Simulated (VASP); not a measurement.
Here is a VASP 6.6.1 calculation.

Contents of INCAR:

```
SYSTEM = Ga
PREC     = Accurate       ! precision mode
ENCUT    = 520            ! plane-wave cutoff, eV
EDIFF    = 1E-7           ! SCF threshold, eV
ISMEAR   = -1             ! smearing method
SIGMA    = 0.1            ! smearing width, eV
LREAL    = .False.        ! projectors in reciprocal space
LASPH    = .True.         ! aspherical terms in the spheres
NELM     = 60             ! most SCF steps
ALGO     = Normal         ! electronic algorithm
ISIF     = 2              ! what is computed and relaxed
LWAVE    = .False.        ! write WAVECAR
LCHARG   = .False.        ! write CHGCAR
GGA      = RP             ! functional
NBANDS   = 26             ! bands
```

KPOINTS

```
regular mesh
0
Gamma
  9 9 12
  0 0 0
```

The input POSCAR:

```
Ga
1.0
    4.9486007014      0.0000000000      0.0000000000
   -2.4743003507      4.2856139206      0.0000000000
    0.0000000000      0.0000000000      3.1773860480
Ga
3
Direct
    0.0000000000      0.0000000000      0.0000000000
    0.3333333333      0.6666666667      0.5000000000
    0.6666666667      0.3333333333      0.5000000000
```

Potentials or basis: VASP PAW PBE potentials, release 64 (Ga_d).

Run with:

```bash
$ cat potpaw_PBE.64/Ga_d/POTCAR > POTCAR
$ mpirun -np 1 vasp_std > vasp.out
```

Q: Estimate the pressure.

A: -3.3 GPa.

Stress tensor (GPa, compression positive):
```
-3.18  0.00  0.00
 0.00 -3.18  0.00
 0.00  0.00 -3.40
```

Caveat: the PAW data sets were made with another functional, which shifts forces and pressure a little.
